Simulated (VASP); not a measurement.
# Si in VASP: a series of runs

Si is run at these levels: PBEsol; tasks: single point.

Everything below comes from runs of VASP 6.6.1. Logs are shortened: lines on timing, memory, paths and dates and some standing lists are left out, and cuts for length are marked.

## (1) The cell of the first run

The cell holds a slab with vacuum, 6 atoms: a = 4.695 Å, b = 3.834 Å, c = 20.286 Å, α = 90.00°, β = 90.00°, γ = 65.91°.

## (2) Single point, PBEsol

The input, INCAR:

```
PREC = Accurate
ENCUT = 520
EDIFF = 1E-7
ISMEAR = -1
SIGMA = 0.05
LREAL = False
LASPH = True
NELM = 60
ALGO = Normal
ISIF = 2
LWAVE = False
LCHARG = False
LDIPOL = True
IDIPOL = 3
DIPOL = 0.5 0.5 0.500
GGA = PS
NBANDS = 21
```

The input, KPOINTS:

```
regular mesh
0
Gamma
  10 10 1
```

The input, POSCAR:

```
Si
1.0
    4.6952399906      0.0000000000      0.0000000000
    1.5650799969      3.4996252632      0.0000000000
    0.0000000000      0.0000000000     20.2861000000
Si
6
Direct
    0.1149580979      0.6925209511      0.4119588081
    0.4875905902      0.0062047049      0.4372550336
    0.8298377164      0.3350811418      0.4680617946
    0.1701622895      0.6649188552      0.5319382018
    0.5124093989      0.9937953005      0.5627449714
   -0.1149580930      0.3074790465      0.5880411905
```

Potentials or basis: VASP PAW PBE potentials, release 64 (Si).

Run with:

```console
$ cat potpaw_PBE.64/Si/POTCAR > POTCAR
$ mpirun -np 1 vasp_std > vasp.out
```

OUTCAR:

```text
PREC = Accurate
   ENCUT = 520
   EDIFF = 1E-7
   ISMEAR = -1
   LREAL = False
   LASPH = True
   NELM = 60
   ISIF = 2
   GGA = PS

 ion  position               nearest neighbor table
   1  0.115  0.693  0.412-   4 2.45   3 2.54   3 2.54   2 2.55   2 2.55   2 2.74
   2  0.488  0.006  0.437-   3 2.49   3 2.49   1 2.55   1 2.55   5 2.55   1 2.74   3 2.89   4 3.04
                             4 3.04
   3  0.830  0.335  0.468-   6 2.45   2 2.49   2 2.49   1 2.54   1 2.54   4 2.74   4 2.74   2 2.89
                             5 3.04   5 3.04   4 3.11
   4  0.170  0.665  0.532-   1 2.45   5 2.49   5 2.49   6 2.54   6 2.54   3 2.74   3 2.74   5 2.89
                             2 3.04   2 3.04   3 3.11
   5  0.512  0.994  0.563-   4 2.49   4 2.49   6 2.55   6 2.55   2 2.55   6 2.74   4 2.89   3 3.04
                             3 3.04
   6  0.885  0.307  0.588-   3 2.45   4 2.54   4 2.54   5 2.55   5 2.55   5 2.74

  LATTYP: Found a base centered orthorhombic cell.
 ALAT       =     3.8336473990
 B/A-ratio  =     2.2360679775
 C/A-ratio  =     5.2915925459

  Lattice vectors:

 A1 = (  -4.6952399906,   0.0000000000,   0.0000000000)
 A2 = (   3.1301599937,  -3.4996252632,   0.0000000000)
 A3 = (   0.0000000000,   0.0000000000,  20.2861000000)

Analysis of symmetry for initial positions (statically):
=====================================================================
 Subroutine PRICEL returns:
 Original cell was already a primitive cell.

 Routine SETGRP: Setting up the symmetry group for a
 base centered orthorhombic supercell.

 Subroutine GETGRP returns: Found  4 space group operations
 (whereof  2 operations were pure point group operations)
 out of a pool of  8 trial point group operations.

The static configuration has the point symmetry S_2 .
 The point group associated with its full space group is C_2h.

Analysis of symmetry for dynamics (positions and initial velocities):
=====================================================================
 Subroutine PRICEL returns:
 Original cell was already a primitive cell.

 Routine SETGRP: Setting up the symmetry group for a
 base centered orthorhombic supercell.

 Subroutine GETGRP returns: Found  4 space group operations
 (whereof  2 operations were pure point group operations)
 out of a pool of  8 trial point group operations.

The dynamic configuration has the point symmetry S_2 .
 The point group associated with its full space group is C_2h.

 Subroutine INISYM returns: Found  4 space group operations
 (whereof  2 operations are pure point group operations),
 and found     1 'primitive' translations

----------------------------------------------------------------------------------------

                                     Primitive cell

  volume of cell :     333.3327

  direct lattice vectors                    reciprocal lattice vectors
     4.695239991  0.000000000  0.000000000     0.212981658 -0.095248293  0.000000000
     1.565079997  3.499625263  0.000000000     0.000000000  0.285744880  0.000000000
     0.000000000  0.000000000 20.286100000     0.000000000  0.000000000  0.049294837

  length of vectors
     4.695239991  3.833647399 20.286100000     0.233309717  0.285744880  0.049294837

  position of ions in fractional coordinates (direct lattice)
     0.114958098  0.692520951  0.411958808
     0.487590590  0.006204705  0.437255034
     0.829837716  0.335081142  0.468061795
     0.170162289  0.664918855  0.531938202
     0.512409399  0.993795300  0.562744971
     0.885041907  0.307479046  0.588041191

  ion indices of the primitive-cell ions
   primitive index   ion index
                 1           1
                 2           2
                 3           3
                 4           4
                 5           5
                 6           6

----------------------------------------------------------------------------------------

 KPOINTS: regular mesh

Automatic generation of k-mesh.
 Grid dimensions read from file:
 generate k-points for:   10   10    1

 Generating k-lattice:

  Cartesian coordinates                     Fractional coordinates (reciprocal lattice)
     0.021298166 -0.009524829  0.000000000     0.100000000  0.000000000  0.000000000
     0.000000000  0.028574488  0.000000000     0.000000000  0.100000000  0.000000000
     0.000000000  0.000000000  0.049294837     0.000000000  0.000000000  1.000000000

  Length of vectors
     0.023330972  0.028574488  0.049294837

  Shift w.r.t. Gamma in fractional coordinates (k-lattice)
     0.000000000  0.000000000  0.000000000

 Subroutine IBZKPT returns following result:
 ===========================================

 Found     31 irreducible k-points:

 Following reciprocal coordinates:
            Coordinates               Weight
  0.000000  0.000000  0.000000      1.000000
  0.100000 -0.000000  0.000000      2.000000
  0.200000 -0.000000  0.000000      2.000000
  0.300000 -0.000000  0.000000      2.000000
  0.400000  0.000000  0.000000      2.000000
  0.500000  0.000000  0.000000      1.000000
[... 16 lines left out ...]
  0.000000  0.400000  0.000000      4.000000
  0.100000  0.400000  0.000000      4.000000
 [... further k-points ...]
   k-points           NKPTS =     31   k-points in BZ     NKDIM =     31   number of bands    NBANDS=     21
   number of dos      NEDOS =    301   number of ions     NIONS =      6
   total plane-waves  NPLWV = 172800
   dimension x,y,z NGX =    36 NGY =   30 NGZ =  160
   dimension x,y,z NGXF=    72 NGYF=   60 NGZF=  320
   ions per type =               6
   NGX,Y,Z   is equivalent  to a cutoff of  12.75, 13.01, 13.11 a.u.
   NGXF,Y,Z  is equivalent  to a cutoff of  25.49, 26.02, 26.22 a.u.
 SYSTEM =  unknown system
   PREC   = accura    normal or accurate (medium, high low for compatibility)
   ISTART =      0    job   : 0-new  1-cont  2-samecut
   ICHARG =      2    charge: 1-file 2-atom 10-const
   ISPIN  =      1    spin polarized calculation?
   LNONCOLLINEAR =      F non collinear calculations
   LSORBIT =      F    spin-orbit coupling
   LASPH  =      T    aspherical Exc in radial PAW
   ENCUT  =  520.0 eV  38.22 Ry    6.18 a.u.   8.73  7.13 37.72*2*pi/ulx,y,z
   NELM   =     60;   NELMIN=  2; NELMDL= -5     # of ELM steps
   EDIFF  = 0.1E-06   stopping-criterion for ELM
   LREAL  =      F    real-space projection
   EDIFFG = 0.1E-05   stopping-criterion for IOM
   NSW    =      0    number of steps for IOM
   IBRION =     -1    ionic relax: 0-MD 1-quasi-New 2-CG
   NFREE  =      0    steps in history (QN), initial steepest desc. (CG)
   ISIF   =      2    stress and relaxation
   ISYM   =      2    0-nonsym 1-usesym 2-fastsym
   POTIM  = 0.5000    time-step for ionic-motion
   TEBEG  =    0.0;   TEEND  =   0.0 temperature during run
   PSTRESS=    0.0 pullay stress
   NELECT =      24.0000    total number of electrons
   NUPDOWN=      -1.0000    fix difference up-down
   EMIN   =  10.00;   EMAX   =-10.00  energy-range for DOS
   EFERMI =   0.00;   METHOD = LEGACY
   ISMEAR =    -1;   SIGMA  =   0.05  broadening in eV -4-tet -1-fermi 0-gaus
   EFERMI_NEDOS =   21; number of points for ismear=-14 and -15
   IALGO  =     38    algorithm
   IMIX   =      4    mixing-type and parameters
     AMIX     =   0.40;   BMIX     =  1.00
     AMIX_MAG =   1.60;   BMIX_MAG =  1.00
  volume/ion in A,a.u.               =      55.56       374.91
  Fermi-wavevector in a.u.,A,eV,Ry     =   0.681061  1.287018  6.310980  0.463844
  Thomas-Fermi vector in A             =   1.759733
   LORBIT       =      0    0 simple, 1 ext, 2 COOP (PROOUT), +10 PAW based schemes
   GGA     = PS    functional components
   LHFCALC =     F    Hartree Fock is set to
   AEXX    =    0.0000 exact exchange contribution
   IVDW    =     0    specifies the selected vdW correction
   LEPSILON=     F    determine dielectric tensor
   LRPA    =     F    only Hartree local field effects (RPA)
 non-spin polarized calculation
  energy-cutoff  :      520.00
  volume of cell :      333.33
 maximum number of plane-waves:      9020
   NGX = 17   NGY = 15   NGZ = 75

 dipolmoment           0.000000      0.000000     -0.000000 electrons x Angstroem

 number of electron      24.0000001 magnetization

 dipolmoment           0.000000      0.000000      0.000000 electrons x Angstroem

 Free energy of the ion-electron system (eV)
  ---------------------------------------------------
  ext. energy  EPLUGINS =         0.00000000
  ---------------------------------------------------
  free energy    TOTEN  =       -31.14643593 eV

  energy without entropy =      -31.13120831  energy(sigma->0) =      -31.13882212

 E-fermi :  -0.6932     XC(G=0):  -3.7510

 val. band max:       -0.7133739821   @ k =   0.2000   0.1000   0.0000
 cond. band min:      -0.6517877964   @ k =   0.1000  -0.0000   0.0000
 fundamental gap:      0.0615861857
 Fermi energy:        -0.6932038815

 k-point     1 :       0.0000    0.0000    0.0000
  band No.  band energies     occupation
      1     -14.5339      2.00000
      2     -11.6091      2.00000
      3      -6.9413      2.00000
      4      -6.8521      2.00000
      5      -6.7844      2.00000
      6      -4.1267      2.00000
[... 13 lines left out ...]
     20       3.6339      0.00000
     21       3.8164      0.00000

 k-point     2 :       0.1000   -0.0000    0.0000
  band No.  band energies     occupation
      1     -14.4564      2.00000
      2     -11.5330      2.00000
      3      -8.2917      2.00000
      4      -6.7562      2.00000
      5      -5.5535      2.00000
      6      -5.1469      2.00000
[... 13 lines left out ...]
     20       3.6433      0.00000
     21       3.7505      0.00000
[... 487 lines left out ...]
      5      -7.4037      2.00000
      6      -7.0297      2.00000
[... 13 lines left out ...]
     20       4.4028      0.00000
     21       4.7957      0.00000

 k-point    24 :       0.1000    0.4000    0.0000
  band No.  band energies     occupation
      1     -12.9005      2.00000
      2     -10.2086      2.00000
      3      -9.6390      2.00000
      4      -8.3143      2.00000
      5      -7.0594      2.00000
      6      -6.5312      2.00000
[... 13 lines left out ...]
     20       4.6250      0.00000
     21       5.1176      0.00000

 [... further k-points ...]

------------------------ aborting loop because EDIFF is reached ----------------------------------------

 vacuum level on the upper side and lower side of the slab       (xc-potential included)        -0.051        -0.051

  FORCE on cell =-STRESS in cart. coord.  units (eV):
  Direction    XX          YY          ZZ          XY          YZ          ZX
  --------------------------------------------------------------------------------------
  -------------------------------------------------------------------------------------
  Total        0.3078321      0.6138657      0.0126720      0.1710780     -0.0067899      0.0151826
  in kB        1.4796075      2.9505707      0.0609087      0.8222934     -0.0326358      0.0729756
  external PRESSURE =       1.4970290 kB  Pullay stress =       0.0000000 kB

 VOLUME and BASIS-vectors are now :
 -----------------------------------------------------------------------------
  energy-cutoff  :      520.00
  volume of cell :      333.33
      direct lattice vectors                 reciprocal lattice vectors
     4.695239991  0.000000000  0.000000000     0.212981658 -0.095248293  0.000000000
     1.565079997  3.499625263  0.000000000     0.000000000  0.285744880  0.000000000
     0.000000000  0.000000000 20.286100000     0.000000000  0.000000000  0.049294837

 POSITION                                       TOTAL-FORCE (eV/Angst)
 -----------------------------------------------------------------------------------
      1.62361      2.42356      8.35704        -0.007093      0.003172     -0.002739
      2.29907      0.02171      8.87020         0.002327     -0.001041     -0.004751
      4.42072      1.17266      9.49515         0.003253     -0.001455      0.000632
      1.83960      2.32697     10.79095        -0.003253      0.001455     -0.000632
      3.96125      3.47791     11.41590        -0.002327      0.001041      0.004751
      4.63671      1.07606     11.92906         0.007093     -0.003172      0.002739
 -----------------------------------------------------------------------------------
    total drift:                                0.000001     -0.000001     -0.000002

  FREE ENERGIE OF THE ION-ELECTRON SYSTEM (eV)
  ---------------------------------------------------
  free  energy   TOTEN  =       -31.1464359283 eV

  energy  without entropy=      -31.1312083055  energy(sigma->0) =      -31.13882212

 vacuum level on the upper side and lower side of the slab         3.755         3.755
```

Wall time 11 min (1 thread of AMD EPYC 7R13, shared host); peak memory 0.46 GiB.

What came out:

- Free energy: -31.1464 eV
- Largest force: 0.008 eV/Å
- Band gap on the k mesh: zero (band 12 reaches 0.19 eV, above the bottom of band 13 at -1.39 eV)

Forces on the atoms (eV/Å):
```
Si  -0.007  0.003 -0.003
Si   0.002 -0.001 -0.005
Si   0.003 -0.001  0.001
Si  -0.003  0.001 -0.001
Si  -0.002  0.001  0.005
Si   0.007 -0.003  0.003
```

Levels at points of the mesh, in eV from the Fermi level:
```
           k point  band 9  band 10  band 11  band 12  band 13  band 14  band 15  band 16
(0.00, 0.00, 0.00)   -2.68    -1.95    -1.76    -1.25    -0.70    -0.34     0.58     1.36
(0.50, 0.00, 0.00)   -2.28    -0.60    -0.38     0.88     2.30     2.45     2.49     2.74
(0.00, 0.50, 0.00)   -3.33    -2.83    -0.81     0.24     0.31     1.24     1.62     2.49
```

Caveat: the PAW data sets were made with another functional, which shifts forces and pressure a little.

## (3) Single point, PBEsol

The input, INCAR:

```
ALGO = Normal
DIPOL = 0.5 0.5 0.500
EDIFF = 1E-6
ENCUT = 520
GGA = PS
IDIPOL = 3
ISIF = 2
ISMEAR = -1
LASPH = T
LCHARG = F
LDIPOL = T
LREAL = F
LWAVE = F
NBANDS = 21
NELM = 60
PREC = Accurate
SIGMA = 0.05
```

The input, KPOINTS:

```
k-points
0
Gamma
  10 10 1
```

POSCAR, as its differences from that of step 2:

```diff
@@ -8,3 +8,3 @@
 Direct
-    0.1149580979      0.6925209511      0.4119588081
+    0.1149580979      0.6925209510      0.4119588081
     0.4875905902      0.0062047049      0.4372550336
```

Potentials or basis: VASP PAW PBE potentials, release 64 (Si).

Run with:

```console
$ cat potpaw_PBE.64/Si/POTCAR > POTCAR
$ mpirun -np 1 vasp_std > vasp.out
```

Wall time 9.4 min (1 thread of AMD EPYC 7R13, shared host); peak memory 0.46 GiB.

Results (log left out):

- Free energy: -31.1464 eV
- Largest force: 0.008 eV/Å
- Band gap on the k mesh: zero (band 12 reaches 0.19 eV, above the bottom of band 13 at -1.39 eV)

Forces on the atoms (eV/Å):
```
Si  -0.007  0.003 -0.003
Si   0.002 -0.001 -0.005
Si   0.003 -0.001  0.001
Si  -0.003  0.001 -0.001
Si  -0.002  0.001  0.005
Si   0.007 -0.003  0.003
```

Levels at points of the mesh, in eV from the Fermi level:
```tsv
k point	band 8	band 9	band 10	band 11	band 12	band 13	band 14	band 15	band 16	band 17
(0.00, 0.00, 0.00)	-3.16	-2.68	-1.95	-1.76	-1.25	-0.70	-0.34	0.58	1.36	1.58
(0.50, 0.00, 0.00)	-3.46	-2.28	-0.60	-0.38	0.88	2.30	2.45	2.49	2.74	3.54
(0.00, 0.50, 0.00)	-4.07	-3.33	-2.83	-0.81	0.24	0.31	1.24	1.62	2.49	3.28
```

Caveat: the PAW data sets were made with another functional, which shifts forces and pressure a little.
